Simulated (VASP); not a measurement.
# Li (Fd-3m) in VASP: notebook

Runs on Li. Level: PBE. Tasks: density of states.

Everything below comes from runs of VASP 6.6.1. Logs are shortened: lines on timing, memory, paths and dates and some standing lists are left out, and cuts for length are marked.

**1. The cell of the first run**

It takes space group Fd-3m (No. 227, cubic). Conventional cell: a = 4.341 Å, b = 4.341 Å, c = 4.341 Å, α = 90.00°, β = 90.00°, γ = 90.00°. Within 2.5 Å of Li (site symmetry -43m) lie 4 Li at 1.88 Å.

**2. Density of states, PBE (volume scaled by 0.4)**

Contents of POSCAR:

```
Li
1.0
    0.0000000000      2.1704042944      2.1704042944
    2.1704042944      0.0000000000      2.1704042944
    2.1704042944      2.1704042944      0.0000000000
Li
2
Direct
   -0.1250000000     -0.1250000000     -0.1250000000
    0.1250000000      0.1250000000      0.1250000000
```

Contents of INCAR.step1:

```
ALGO = Normal ; EDIFF = 1E-7
ENCUT = 520 ; GGA = PE
ISIF = 2 ; ISMEAR = -1
LASPH = True ; LCHARG = True
LREAL = False ; LWAVE = False
NBANDS = 10 ; NELM = 80
PREC = Accurate ; SIGMA = 0.05
```

Contents of KPOINTS.step1:

```
k-points
0
Gamma
  11 11 11
```

Contents of INCAR.step2:

```
ALGO = Normal ; EDIFF = 1E-7
ENCUT = 520 ; GGA = PE
ICHARG = 11 ; ISIF = 2
ISMEAR = -5 ; LASPH = True
LCHARG = False ; LORBIT = 11
LREAL = False ; LWAVE = False
NEDOS = 1001 ; NELM = 80
PREC = Accurate ; SIGMA = 0.05
```

Contents of KPOINTS.step2:

```
k-points
0
Gamma
  17 17 17
```

Potentials or basis: VASP PAW PBE potentials, release 64 (Li_sv).

The run is started by

```console
$ cat potpaw_PBE.64/Li_sv/POTCAR > POTCAR
$ cp INCAR.step1 INCAR
$ cp KPOINTS.step1 KPOINTS
$ mpirun -np 1 vasp_std > vasp.out
$ cp INCAR.step2 INCAR
$ cp KPOINTS.step2 KPOINTS
$ mpirun -np 1 vasp_std > vasp.out
```

OUTCAR:

```text
EDIFF = 1E-7
   ENCUT = 520
   GGA = PE
   ICHARG = 11
   ISIF = 2
   ISMEAR = -5
   LASPH = True
   LORBIT = 11
   LREAL = False
   NELM = 80
   PREC = Accurate

 ion  position               nearest neighbor table
   1  0.875  0.875  0.875-   2 1.88   2 1.88   2 1.88   2 1.88
   2  0.125  0.125  0.125-   1 1.88   1 1.88   1 1.88   1 1.88

  LATTYP: Found a face centered cubic cell.
 ALAT       =     4.3408085888

  Lattice vectors:

 A1 = (   0.0000000000,   2.1704042944,   2.1704042944)
 A2 = (   2.1704042944,   0.0000000000,   2.1704042944)
 A3 = (   2.1704042944,   2.1704042944,   0.0000000000)

Analysis of symmetry for initial positions (statically):
[... 6 lines left out ...]

 Subroutine GETGRP returns: Found 48 space group operations
 (whereof 12 operations were pure point group operations)
 out of a pool of 48 trial point group operations.

The static configuration has the point symmetry D_3d.
 The point group associated with its full space group is O_h .

Analysis of symmetry for dynamics (positions and initial velocities):
[... 6 lines left out ...]

 Subroutine GETGRP returns: Found 48 space group operations
 (whereof 12 operations were pure point group operations)
 out of a pool of 48 trial point group operations.

The dynamic configuration has the point symmetry D_3d.
 The point group associated with its full space group is O_h .

 Subroutine INISYM returns: Found 48 space group operations
 (whereof 12 operations are pure point group operations),
 and found     1 'primitive' translations

----------------------------------------------------------------------------------------

                                     Primitive cell

  volume of cell :      20.4481

  direct lattice vectors                    reciprocal lattice vectors
     0.000000000  2.170404294  2.170404294    -0.230371826  0.230371826  0.230371826
     2.170404294  0.000000000  2.170404294     0.230371826 -0.230371826  0.230371826
     2.170404294  2.170404294  0.000000000     0.230371826  0.230371826 -0.230371826

  length of vectors
     3.069415189  3.069415189  3.069415189     0.399015707  0.399015707  0.399015707

  position of ions in fractional coordinates (direct lattice)
     0.875000000  0.875000000  0.875000000
     0.125000000  0.125000000  0.125000000

  ion indices of the primitive-cell ions
   primitive index   ion index
                 1           1
                 2           2

----------------------------------------------------------------------------------------

 KPOINTS: k-points

Automatic generation of k-mesh.
 Grid dimensions read from file:
 generate k-points for:   17   17   17

[... 75 lines left out ...]
   PSTRESS=    0.0 pullay stress
   NELECT =       6.0000    total number of electrons
   NUPDOWN=      -1.0000    fix difference up-down
   EMIN   =  10.00;   EMAX   =-10.00  energy-range for DOS
   EFERMI =   0.00;   METHOD = LEGACY
   ISMEAR =    -5;   SIGMA  =   0.05  broadening in eV -4-tet -1-fermi 0-gaus
   EFERMI_NEDOS =   21; number of points for ismear=-14 and -15
   IALGO  =     38    algorithm
   IMIX   =      4    mixing-type and parameters
     AMIX     =   0.40;   BMIX     =  1.00
     AMIX_MAG =   1.60;   BMIX_MAG =  1.00
  volume/ion in A,a.u.               =      10.22        69.00
  Fermi-wavevector in a.u.,A,eV,Ry     =   1.087864  2.055765 16.101789  1.183448
  Thomas-Fermi vector in A             =   2.224033
   LORBIT       =     11    0 simple, 1 ext, 2 COOP (PROOUT), +10 PAW based schemes
   GGA     = PE    functional components
   LHFCALC =     F    Hartree Fock is set to
   AEXX    =    0.0000 exact exchange contribution
   IVDW    =     0    specifies the selected vdW correction
   LEPSILON=     F    determine dielectric tensor
   LRPA    =     F    only Hartree local field effects (RPA)
 non-spin polarized calculation
 Fermi weights with tetrahedron method with Bloechl corrections
  energy-cutoff  :      520.00
  volume of cell :       20.45
 maximum number of plane-waves:       562

 number of electron       5.9999994 magnetization

 Free energy of the ion-electron system (eV)
  ---------------------------------------------------
  ext. energy  EPLUGINS =         0.00000000
  ---------------------------------------------------
  free energy    TOTEN  =        -1.66579138 eV

  energy without entropy =       -1.66579138  energy(sigma->0) =       -1.66579138

 E-fermi :   4.2518     XC(G=0):  -8.9441

 val. band max:        4.2080522719   @ k =  -0.4706   0.4706   0.0000
 cond. band min:       4.3237562703   @ k =  -0.4706   0.4706   0.0000
 fundamental gap:      0.1157039985
 Fermi energy:         4.2517686369

 k-point     1 :       0.0000    0.0000    0.0000
  band No.  band energies     occupation
      1     -44.5131      2.00000
      2     -43.5006      2.00000
      3      -0.7346      2.00000
      4      14.2391      0.00000
      5      14.2391      0.00000
      6      14.2391      0.00000
      7      15.7024      0.00000
[... 221 lines left out ...]
 k-point    24 :      -0.1176    0.0588    0.0000
  band No.  band energies     occupation
      1     -44.4708      2.00000
      2     -43.5391      2.00000
      3      -0.4829      2.00000
      4      11.2179      0.00000
      5      12.0940      0.00000
      6      13.8643      0.00000
      7      16.4008      0.00000

 [... further k-points ...]

------------------------ aborting loop because EDIFF is reached ----------------------------------------

  FORCE on cell =-STRESS in cart. coord.  units (eV):
  Direction    XX          YY          ZZ          XY          YZ          ZX
  --------------------------------------------------------------------------------------
  -------------------------------------------------------------------------------------
  Total        2.9965178      2.9965178      2.9965178      0.0000000     -0.0000000     -0.0000000
  in kB      234.7878033    234.7878033    234.7878033      0.0000000     -0.0000000     -0.0000000
  external PRESSURE =     234.7878033 kB  Pullay stress =       0.0000000 kB

 VOLUME and BASIS-vectors are now :
 -----------------------------------------------------------------------------
  energy-cutoff  :      520.00
  volume of cell :       20.45
      direct lattice vectors                 reciprocal lattice vectors
     0.000000000  2.170404294  2.170404294    -0.230371826  0.230371826  0.230371826
     2.170404294  0.000000000  2.170404294     0.230371826 -0.230371826  0.230371826
     2.170404294  2.170404294  0.000000000     0.230371826  0.230371826 -0.230371826

 POSITION                                       TOTAL-FORCE (eV/Angst)
 -----------------------------------------------------------------------------------
      3.79821      3.79821      3.79821         0.000000      0.000000      0.000000
      0.54260      0.54260      0.54260        -0.000000     -0.000000     -0.000000
 -----------------------------------------------------------------------------------
    total drift:                                0.000000      0.000000      0.000000

  FREE ENERGIE OF THE ION-ELECTRON SYSTEM (eV)
  ---------------------------------------------------
  free  energy   TOTEN  =        -1.6657913849 eV

  energy  without entropy=       -1.6657913849  energy(sigma->0) =       -1.66579138

 total charge

# of ion       s       p       d       tot
------------------------------------------
    1        2.051   0.127   0.000   2.178
    2        2.051   0.127   0.000   2.178
--------------------------------------------------
tot          4.101   0.254   0.000   4.355
```

OSZICAR.step1:

```text
N       E                     dE             d eps       ncg     rms          rms(c)
DAV:   1     0.207494442513E+02    0.20749E+02   -0.31526E+03  1120   0.637E+02
DAV:   2    -0.551544714433E+00   -0.21301E+02   -0.20778E+02  1606   0.115E+02
DAV:   3    -0.164209099394E+01   -0.10905E+01   -0.10882E+01  1440   0.249E+01
DAV:   4    -0.168853584062E+01   -0.46445E-01   -0.46427E-01  1554   0.330E+00
DAV:   5    -0.168922113969E+01   -0.68530E-03   -0.68528E-03  1404   0.328E-01    0.849E-01
DAV:   6    -0.167128380743E+01    0.17937E-01   -0.11510E-02  1676   0.430E-01    0.547E-01
DAV:   7    -0.166538638866E+01    0.58974E-02   -0.30440E-02  1322   0.777E-01    0.162E-01
DAV:   8    -0.166571772634E+01   -0.33134E-03   -0.18151E-03  1512   0.315E-01    0.267E-02
DAV:   9    -0.166573892766E+01   -0.21201E-04   -0.49337E-05  1344   0.626E-02    0.348E-03
DAV:  10    -0.166574630416E+01   -0.73765E-05   -0.16204E-06  1688   0.117E-02    0.303E-03
DAV:  11    -0.166574559732E+01    0.70684E-06   -0.39251E-07  1246   0.553E-03    0.511E-04
DAV:  12    -0.166574573506E+01   -0.13774E-06   -0.11727E-08   834   0.891E-04    0.199E-04
DAV:  13    -0.166574567924E+01    0.55821E-07   -0.69449E-09   740   0.788E-04
   1 F= -.16657457E+01 E0= -.16655197E+01  d E =-.451911E-03
```

Run time: 32 s. Hardware: 1 thread of AMD EPYC 7R43 (Zen 3), shared host; peak memory 0.1 GiB.

Results:

| Quantity | Value |
| --- | --- |
| Valence electrons inside the program's atomic spheres | Li 2.18 |

Levels at points of the mesh, in eV from the valence-band top:
| k point | band 1 | band 2 | band 3 | band 4 | band 5 | band 6 | band 7 |
| --- | --- | --- | --- | --- | --- | --- | --- |
| (0.00, 0.00, 0.00) | -48.72 | -47.71 | -4.94 | 10.03 | 10.03 | 10.03 | 11.49 |

Caveat: the cutoff is under 1.25 times the usual one of these potentials, so pressure, stress and relaxed cells hold a basis-set (Pulay) error.

**3. Density of states, PBE (volume scaled by 0.45)**

Contents of POSCAR:

```
Li
1.0
    0.0000000000      2.2573114312      2.2573114312
    2.2573114312      0.0000000000      2.2573114312
    2.2573114312      2.2573114312      0.0000000000
Li
2
Direct
   -0.1250000000     -0.1250000000     -0.1250000000
    0.1250000000      0.1250000000      0.1250000000
```

Contents of INCAR.step1:

```
SYSTEM = Li
PREC = Accurate ; ENCUT = 520
EDIFF = 1E-6 ; ISMEAR = -1
SIGMA = 0.05 ; LREAL = .False.
LASPH = .True. ; NELM = 60
ALGO = Normal ; ISIF = 2
LWAVE = .False. ; LCHARG = .True.
GGA = PE ; NBANDS = 10
```

Contents of KPOINTS.step1:

```
Automatic mesh
0
Gamma
  11 11 11
  0 0 0
```

Contents of INCAR.step2:

```
SYSTEM = Li
PREC = Accurate ; ENCUT = 520
EDIFF = 1E-6 ; ISMEAR = -5
SIGMA = 0.05 ; LREAL = .False.
LASPH = .True. ; NELM = 60
ALGO = Normal ; ISIF = 2
LWAVE = .False. ; LCHARG = .False.
GGA = PE ; LORBIT = 11
NBANDS = 10 ; NEDOS = 1001
ICHARG = 11
```

Contents of KPOINTS.step2:

```
Automatic mesh
0
Gamma
  17 17 17
  0 0 0
```

Potentials or basis: VASP PAW PBE potentials, release 64 (Li_sv).

The run is started by

```console
$ cat potpaw_PBE.64/Li_sv/POTCAR > POTCAR
$ cp INCAR.step1 INCAR
$ cp KPOINTS.step1 KPOINTS
$ mpirun -np 1 vasp_std > vasp.out
$ cp INCAR.step2 INCAR
$ cp KPOINTS.step2 KPOINTS
$ mpirun -np 1 vasp_std > vasp.out
```

It took 34 s on 1 thread of AMD EPYC 7R43 (Zen 3), shared host; peak memory 0.11 GiB.

The run converged. Its results:

```
Valence electrons inside the program's atomic spheres : Li 2.15
```

Levels at points of the mesh, in eV from the valence-band top:
| k point | band 1 | band 2 | band 3 | band 4 | band 5 | band 6 | band 7 |
| --- | --- | --- | --- | --- | --- | --- | --- |
| (0.00, 0.00, 0.00) | -48.47 | -47.71 | -4.80 | 9.28 | 9.28 | 9.28 | 10.68 |

Caveat: the cutoff is under 1.25 times the usual one of these potentials, so pressure, stress and relaxed cells hold a basis-set (Pulay) error.
